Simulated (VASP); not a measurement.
# BN (P6_3mc) in VASP: notebook

Runs on BN. Level: PBEsol. Tasks: single point.

All numbers are computed with VASP 6.6.1; they aren't measurements. Logs are shortened: lines on timing, memory, paths and dates and some standing lists are left out, and cuts for length are marked.

### 1 The cell of the first run

The structure is hexagonal, space group P6_3mc (No. 186). Conventional cell: a = 2.557 Å, b = 2.557 Å, c = 4.234 Å, α = 90.00°, β = 90.00°, γ = 120.00°. Within 2.1 Å of B (site symmetry 3m) lie 4 N at 1.57 to 1.59 Å. N (site symmetry 3m) has 4 B at 1.57 to 1.59 Å within 2.1 Å.

### 2 Single point, PBEsol

File INCAR:

```
ALGO = Normal
EDIFF = 1E-6
ENCUT = 520
GGA = PS
ISIF = 2
ISMEAR = 0
LASPH = True
LCHARG = False
LREAL = False
LWAVE = False
NBANDS = 16
NELM = 60
PREC = Accurate
SIGMA = 0.01
```

File KPOINTS:

```
k-points
0
Gamma
  8 8 5
```

File POSCAR:

```
BN
1.0
    2.5569596282      0.0000000000      0.0000000000
   -1.2784798141      2.2143915670      0.0000000000
    0.0000000000      0.0000000000      4.2337040531
B N
2 2
Direct
    0.6666666667      0.3333333333      0.0000000000
    0.3333333333      0.6666666667      0.5000000000
    0.6666666667      0.3333333333      0.3750000000
    0.3333333333      0.6666666667      0.8750000000
```

Potentials or basis: VASP PAW PBE potentials, release 64 (B, N).

The run is started by

```bash
$ cat potpaw_PBE.64/B/POTCAR potpaw_PBE.64/N/POTCAR > POTCAR
$ mpirun -np 1 vasp_std > vasp.out
```

OUTCAR:

```text
EDIFF = 1E-6
   ENCUT = 520
   GGA = PS
   ISIF = 2
   ISMEAR = 0
   LASPH = True
   LREAL = False
   NELM = 60
   PREC = Accurate

 ion  position               nearest neighbor table
   1  0.667  0.333  0.000-   4 1.57   4 1.57   4 1.57   3 1.59
   2  0.333  0.667  0.500-   3 1.57   3 1.57   3 1.57   4 1.59
   3  0.667  0.333  0.375-   2 1.57   2 1.57   2 1.57   1 1.59
   4  0.333  0.667  0.875-   1 1.57   1 1.57   1 1.57   2 1.59

  LATTYP: Found a hexagonal cell.
 ALAT       =     2.5569596282
 C/A-ratio  =     1.6557570978

  Lattice vectors:

 A1 = (   2.5569596282,   0.0000000000,   0.0000000000)
 A2 = (  -1.2784798141,   2.2143915670,   0.0000000000)
 A3 = (   0.0000000000,   0.0000000000,   4.2337040531)

Analysis of symmetry for initial positions (statically):
=====================================================================
 Subroutine PRICEL returns:
 Original cell was already a primitive cell.

 Routine SETGRP: Setting up the symmetry group for a
 hexagonal supercell.

 Subroutine GETGRP returns: Found 12 space group operations
 (whereof  6 operations were pure point group operations)
 out of a pool of 24 trial point group operations.

The static configuration has the point symmetry C_3v.
 The point group associated with its full space group is C_6v.

Analysis of symmetry for dynamics (positions and initial velocities):
=====================================================================
 Subroutine PRICEL returns:
 Original cell was already a primitive cell.

 Routine SETGRP: Setting up the symmetry group for a
 hexagonal supercell.

 Subroutine GETGRP returns: Found 12 space group operations
 (whereof  6 operations were pure point group operations)
 out of a pool of 24 trial point group operations.

The dynamic configuration has the point symmetry C_3v.
 The point group associated with its full space group is C_6v.

 Subroutine INISYM returns: Found 12 space group operations
 (whereof  6 operations are pure point group operations),
 and found     1 'primitive' translations

----------------------------------------------------------------------------------------

                                     Primitive cell

  volume of cell :      23.9717

  direct lattice vectors                    reciprocal lattice vectors
     2.556959628  0.000000000  0.000000000     0.391089476  0.225795658  0.000000000
    -1.278479814  2.214391567  0.000000000     0.000000000  0.451591315  0.000000000
     0.000000000  0.000000000  4.233704053     0.000000000  0.000000000  0.236199788

  length of vectors
     2.556959628  2.556959258  4.233704053     0.451591250  0.451591315  0.236199788

  position of ions in fractional coordinates (direct lattice)
     0.666666667  0.333333333  0.000000000
     0.333333333  0.666666667  0.500000000
     0.666666667  0.333333333  0.375000000
     0.333333333  0.666666667  0.875000000

  ion indices of the primitive-cell ions
   primitive index   ion index
                 1           1
                 2           2
                 3           3
                 4           4

----------------------------------------------------------------------------------------

 KPOINTS: k-points

Automatic generation of k-mesh.
 Grid dimensions read from file:
 generate k-points for:    8    8    5

 Generating k-lattice:

  Cartesian coordinates                     Fractional coordinates (reciprocal lattice)
     0.048886184  0.028224457  0.000000000     0.125000000  0.000000000  0.000000000
     0.000000000  0.056448914  0.000000000     0.000000000  0.125000000  0.000000000
     0.000000000  0.000000000  0.047239958     0.000000000  0.000000000  0.200000000

  Length of vectors
     0.056448906  0.056448914  0.047239958

  Shift w.r.t. Gamma in fractional coordinates (k-lattice)
     0.000000000  0.000000000  0.000000000

 Subroutine IBZKPT returns following result:
 ===========================================

 Found     30 irreducible k-points:

 Following reciprocal coordinates:
            Coordinates               Weight
  0.000000  0.000000  0.000000      1.000000
  0.125000  0.000000  0.000000      6.000000
  0.250000  0.000000  0.000000      6.000000
  0.375000  0.000000  0.000000      6.000000
  0.500000  0.000000  0.000000      3.000000
  0.125000  0.125000  0.000000      6.000000
[... 16 lines left out ...]
  0.250000  0.000000  0.400000     12.000000
  0.375000  0.000000  0.400000     12.000000
 [... further k-points ...]
   k-points           NKPTS =     30   k-points in BZ     NKDIM =     30   number of bands    NBANDS=     16
   number of dos      NEDOS =    301   number of ions     NIONS =      4
   total plane-waves  NPLWV =  12800
   dimension x,y,z NGX =    20 NGY =   20 NGZ =   32
   dimension x,y,z NGXF=    40 NGYF=   40 NGZF=   64
   ions per type =               2   2
   NGX,Y,Z   is equivalent  to a cutoff of  13.00, 13.00, 12.57 a.u.
   NGXF,Y,Z  is equivalent  to a cutoff of  26.01, 26.01, 25.13 a.u.
 SYSTEM =  unknown system
   PREC   = accura    normal or accurate (medium, high low for compatibility)
   ISTART =      0    job   : 0-new  1-cont  2-samecut
   ICHARG =      2    charge: 1-file 2-atom 10-const
   ISPIN  =      1    spin polarized calculation?
   LNONCOLLINEAR =      F non collinear calculations
   LSORBIT =      F    spin-orbit coupling
   LASPH  =      T    aspherical Exc in radial PAW
   ENCUT  =  520.0 eV  38.22 Ry    6.18 a.u.   4.75  4.75  7.87*2*pi/ulx,y,z
   NELM   =     60;   NELMIN=  2; NELMDL= -5     # of ELM steps
   EDIFF  = 0.1E-05   stopping-criterion for ELM
   LREAL  =      F    real-space projection
   EDIFFG = 0.1E-04   stopping-criterion for IOM
   NSW    =      0    number of steps for IOM
   IBRION =     -1    ionic relax: 0-MD 1-quasi-New 2-CG
   NFREE  =      0    steps in history (QN), initial steepest desc. (CG)
   ISIF   =      2    stress and relaxation
   ISYM   =      2    0-nonsym 1-usesym 2-fastsym
   POTIM  = 0.5000    time-step for ionic-motion
   TEBEG  =    0.0;   TEEND  =   0.0 temperature during run
   PSTRESS=    0.0 pullay stress
   NELECT =      16.0000    total number of electrons
   NUPDOWN=      -1.0000    fix difference up-down
   EMIN   =  10.00;   EMAX   =-10.00  energy-range for DOS
   EFERMI =   0.00;   METHOD = LEGACY
   ISMEAR =     0;   SIGMA  =   0.01  broadening in eV -4-tet -1-fermi 0-gaus
   EFERMI_NEDOS =   21; number of points for ismear=-14 and -15
   IALGO  =     38    algorithm
   IMIX   =      4    mixing-type and parameters
     AMIX     =   0.40;   BMIX     =  1.00
     AMIX_MAG =   1.60;   BMIX_MAG =  1.00
  volume/ion in A,a.u.               =       5.99        40.44
  Fermi-wavevector in a.u.,A,eV,Ry     =   1.430700  2.703631 27.849797  2.046902
  Thomas-Fermi vector in A             =   2.550517
   LORBIT       =      0    0 simple, 1 ext, 2 COOP (PROOUT), +10 PAW based schemes
   GGA     = PS    functional components
   LHFCALC =     F    Hartree Fock is set to
   AEXX    =    0.0000 exact exchange contribution
   IVDW    =     0    specifies the selected vdW correction
   LEPSILON=     F    determine dielectric tensor
   LRPA    =     F    only Hartree local field effects (RPA)
 non-spin polarized calculation
 Gauss-broadening in eV      SIGMA  =   0.01
  energy-cutoff  :      520.00
  volume of cell :       23.97
 maximum number of plane-waves:       660
 NGX is ok and might be reduce to    20
   NGX =  9   NGY =  9   NGZ = 15

 number of electron      16.0000000 magnetization

 Free energy of the ion-electron system (eV)
  ---------------------------------------------------
  ext. energy  EPLUGINS =         0.00000000
  ---------------------------------------------------
  free energy    TOTEN  =       -36.61692619 eV

  energy without entropy =      -36.61692619  energy(sigma->0) =      -36.61692619

 E-fermi :   7.4151     XC(G=0): -12.9362

 val. band max:        7.3325151962   @ k =   0.0000   0.0000   0.0000
 cond. band min:      12.6607408563   @ k =   0.3750   0.2500   0.0000
 fundamental gap:      5.3282256601
 Fermi energy:         7.4151043526

 k-point     1 :       0.0000    0.0000    0.0000
  band No.  band energies     occupation
      1     -12.9228      2.00000
      2      -8.7945      2.00000
      3      -3.5314      2.00000
      4       5.2402      2.00000
      5       5.2402      2.00000
      6       7.0881      2.00000
[... 8 lines left out ...]
     15      19.0805      0.00000
     16      23.2110      0.00000

 k-point     2 :       0.1250    0.0000    0.0000
  band No.  band energies     occupation
      1     -12.5855      2.00000
      2      -8.5382      2.00000
      3      -3.1964      2.00000
      4       3.7933      2.00000
      5       4.6546      2.00000
      6       6.1262      2.00000
[... 8 lines left out ...]
     15      20.0170      0.00000
     16      22.7013      0.00000

 k-point     3 :       0.2500    0.0000    0.0000
  band No.  band energies     occupation
      1     -11.6004      2.00000
      2      -7.8642      2.00000
      3      -2.2238      2.00000
      4       0.9210      2.00000
      5       3.5581      2.00000
      6       3.5893      2.00000
[... 8 lines left out ...]
     15      22.1129      0.00000
     16      22.4737      0.00000

 k-point     4 :       0.3750    0.0000    0.0000
  band No.  band energies     occupation
      1     -10.0946      2.00000
      2      -7.2709      2.00000
      3      -1.5038      2.00000
      4      -0.7560      2.00000
      5       1.0460      2.00000
      6       2.7036      2.00000
[... 8 lines left out ...]
     15      22.8663      0.00000
     16      24.1028      0.00000
[... 324 lines left out ...]
 k-point    22 :       0.1250    0.0000    0.4000
  band No.  band energies     occupation
      1     -11.6594      2.00000
      2     -10.5693      2.00000
      3       0.3721      2.00000
      4       3.1062      2.00000
      5       4.5343      2.00000
      6       5.3224      2.00000
[... 8 lines left out ...]
     15      20.1276      0.00000
     16      21.4031      0.00000

 k-point    23 :       0.2500    0.0000    0.4000
  band No.  band energies     occupation
      1     -10.7145      2.00000
      2      -9.6864      2.00000
      3       0.3359      2.00000
      4       1.7030      2.00000
      5       2.4524      2.00000
      6       4.1952      2.00000
[... 8 lines left out ...]
     15      21.4612      0.00000
     16      22.1940      0.00000

 k-point    24 :       0.3750    0.0000    0.4000
  band No.  band energies     occupation
      1      -9.3258      2.00000
      2      -8.4887      2.00000
      3      -1.6796      2.00000
      4      -0.8475      2.00000
      5       2.6254      2.00000
      6       3.4913      2.00000
[... 8 lines left out ...]
     15      22.3968      0.00000
     16      23.6090      0.00000

 [... further k-points ...]
[... 5 lines left out ...]
  --------------------------------------------------------------------------------------
  -------------------------------------------------------------------------------------
  Total       -0.9597598     -0.9597594     -1.1252341      0.0000000      0.0000000     -0.0000000
  in kB      -64.1467015    -64.1466767    -75.2063800      0.0000000      0.0000000     -0.0000000
  external PRESSURE =     -67.8332527 kB  Pullay stress =       0.0000000 kB

 VOLUME and BASIS-vectors are now :
 -----------------------------------------------------------------------------
  energy-cutoff  :      520.00
  volume of cell :       23.97
      direct lattice vectors                 reciprocal lattice vectors
     2.556959628  0.000000000  0.000000000     0.391089476  0.225795658  0.000000000
    -1.278479814  2.214391567  0.000000000     0.000000000  0.451591315  0.000000000
     0.000000000  0.000000000  4.233704053     0.000000000  0.000000000  0.236199788

 POSITION                                       TOTAL-FORCE (eV/Angst)
 -----------------------------------------------------------------------------------
      1.27848      0.73813      0.00000         0.000000     -0.000000      0.039510
     -0.00000      1.47626      2.11685        -0.000000      0.000000      0.039510
      1.27848      0.73813      1.58764        -0.000000      0.000000     -0.039510
     -0.00000      1.47626      3.70449         0.000000     -0.000000     -0.039510
 -----------------------------------------------------------------------------------
    total drift:                               -0.000000     -0.000000     -0.000397

  FREE ENERGIE OF THE ION-ELECTRON SYSTEM (eV)
  ---------------------------------------------------
  free  energy   TOTEN  =       -36.6169261941 eV

  energy  without entropy=      -36.6169261941  energy(sigma->0) =      -36.61692619
```

Wall time 8.9 s (1 thread of Intel Xeon 6975P-C (Granite Rapids), shared host); peak memory 0.13 GiB.

Results:

```yaml
Free_energy: -36.6169 eV
Pressure: -6.8 GPa
Largest_force: 0.040 eV/Å
Band_gap_on_the_k_mesh: 5.33 eV, indirect (least direct gap 8.13 eV)
```

Forces in eV/Å, atoms in the order of the input:
```
B    0.000  0.000  0.040
B    0.000  0.000  0.040
N    0.000  0.000 -0.040
N    0.000  0.000 -0.040
```

Levels at points of the mesh, in eV from the valence-band top:
| k point | band 4 | band 5 | band 6 | band 7 | band 8 | band 9 | band 10 | band 11 | band 12 | band 13 |
| --- | --- | --- | --- | --- | --- | --- | --- | --- | --- | --- |
| (0.00, 0.00, 0.00) | -2.09 | -2.09 | -0.24 | 0.00 | 0.00 | 8.27 | 8.27 | 8.41 | 9.33 | 10.51 |
| (0.50, 0.00, 0.00) | -7.76 | -6.85 | -4.94 | -4.38 | -2.10 | 6.53 | 7.78 | 10.49 | 11.26 | 12.69 |

Caveat: the PAW data sets were made with another functional, which shifts forces and pressure a little. A k mesh can miss the band edges.

### 3 Single point, PBEsol

This run uses another cell than the first one, of 6.14 Å³/atom, 1.024 times its volume.

File INCAR:

```
SYSTEM = BN
PREC = Accurate
ENCUT = 520
EDIFF = 1E-6
ISMEAR = 0
SIGMA = 0.01
LREAL = .FALSE.
LASPH = .TRUE.
NELM = 100
ALGO = Normal
ISIF = 2
LWAVE = .FALSE.
LCHARG = .FALSE.
GGA = PS
NBANDS = 16
```

File KPOINTS:

```
regular mesh
0
G
  8 8 5
  0 0 0
```

File POSCAR:

```
BN
1.0
    2.5775811609      0.0000000000      0.0000000000
   -1.2887905804      2.2322503347      0.0000000000
    0.0000000000      0.0000000000      4.2678483023
B N
2 2
Direct
    0.6666666667      0.3333333333      0.0000000000
    0.3333333333      0.6666666667      0.5000000000
    0.6666666667      0.3333333333      0.3750000000
    0.3333333333      0.6666666667      0.8750000000
```

Potentials or basis: VASP PAW PBE potentials, release 64 (B, N).

The run is started by

```bash
$ cat potpaw_PBE.64/B/POTCAR potpaw_PBE.64/N/POTCAR > POTCAR
$ mpirun -np 1 vasp_std > vasp.out
```

Wall time 9.5 s (1 thread of Intel Xeon 6975P-C (Granite Rapids), shared host); peak memory 0.12 GiB.

The run converged. Its results:

- Free energy: -36.5777 eV
- Pressure: -15.1 GPa
- Largest force: 0.018 eV/Å
- Band gap on the k mesh: 5.35 eV, indirect (least direct gap 8.00 eV)

Forces on the atoms (eV/Å):
```
B    0.000  0.000  0.018
B    0.000  0.000  0.018
N    0.000  0.000 -0.018
N    0.000  0.000 -0.018
```

Stress tensor (GPa, compression positive):
```
-14.76   0.00   0.00
  0.00 -14.76   0.00
  0.00   0.00 -15.87
```

Levels at points of the mesh, in eV from the valence-band top:
```csv
k point,band 6,band 7,band 8,band 9,band 10,band 11
"(0.00, 0.00, 0.00)",-0.24,0.00,0.00,8.18,8.18,8.27
"(0.50, 0.00, 0.00)",-4.82,-4.27,-2.05,6.44,7.70,10.36
```

Caveat: the PAW data sets were made with another functional, which shifts forces and pressure a little. A k mesh can miss the band edges.

### 4 Single point, PBEsol

This run uses another cell than the first one, of 6.29 Å³/atom, 1.049 times its volume.

File INCAR:

```
ALGO     = Normal         # electronic algorithm
EDIFF    = 1E-7           # SCF threshold, eV
ENCUT    = 520            # plane-wave cutoff, eV
GGA      = PS             # functional
ISIF     = 2              # what is computed and relaxed
ISMEAR   = 0              # smearing method
LASPH    = True           # aspherical terms in the spheres
LCHARG   = False          # write CHGCAR
LREAL    = False          # projectors in reciprocal space
LWAVE    = False          # write WAVECAR
NBANDS   = 16             # bands
NELM     = 100            # most SCF steps
PREC     = Accurate       # precision mode
SIGMA    = 0.01           # smearing width, eV
```

File KPOINTS:

```
k-points
0
Gamma
  8 8 5
```

File POSCAR:

```
BN
1.0
    2.5978779112      0.0000000000      0.0000000000
   -1.2989389556      2.2498278327      0.0000000000
    0.0000000000      0.0000000000      4.3014547907
B N
2 2
Direct
    0.6666666667      0.3333333333      0.0000000000
    0.3333333333      0.6666666667      0.5000000000
    0.6666666667      0.3333333333      0.3750000000
    0.3333333333      0.6666666667      0.8750000000
```

The run is started by

```bash
$ cat potpaw_PBE.64/B/POTCAR potpaw_PBE.64/N/POTCAR > POTCAR
$ mpirun -np 1 vasp_std > vasp.out
```

Run time: 11 s. Hardware: 1 thread of Intel Xeon 6975P-C (Granite Rapids), shared host; peak memory 0.13 GiB.

It converged, with:

```yaml
Free_energy: -36.5096 eV
Pressure: -22.6 GPa
Band_gap_on_the_k_mesh: 5.38 eV, indirect (least direct gap 7.88 eV)
```

Stress tensor (GPa, compression positive):
```
-22.19   0.00   0.00
  0.00 -22.19   0.00
  0.00   0.00 -23.30
```

Levels at points of the mesh, in eV from the valence-band top:
| k point | band 5 | band 6 | band 7 | band 8 | band 9 | band 10 | band 11 | band 12 |
| --- | --- | --- | --- | --- | --- | --- | --- | --- |
| (0.00, 0.00, 0.00) | -1.99 | -0.23 | 0.00 | 0.00 | 8.08 | 8.08 | 8.12 | 8.76 |
| (0.50, 0.00, 0.00) | -6.59 | -4.71 | -4.15 | -2.00 | 6.35 | 7.63 | 10.24 | 10.77 |

Caveat: the PAW data sets were made with another functional, which shifts forces and pressure a little. Expect the measured gap to be larger: semilocal functionals such as PBEsol lack the derivative discontinuity.

(Continued in part 2 of 2.)
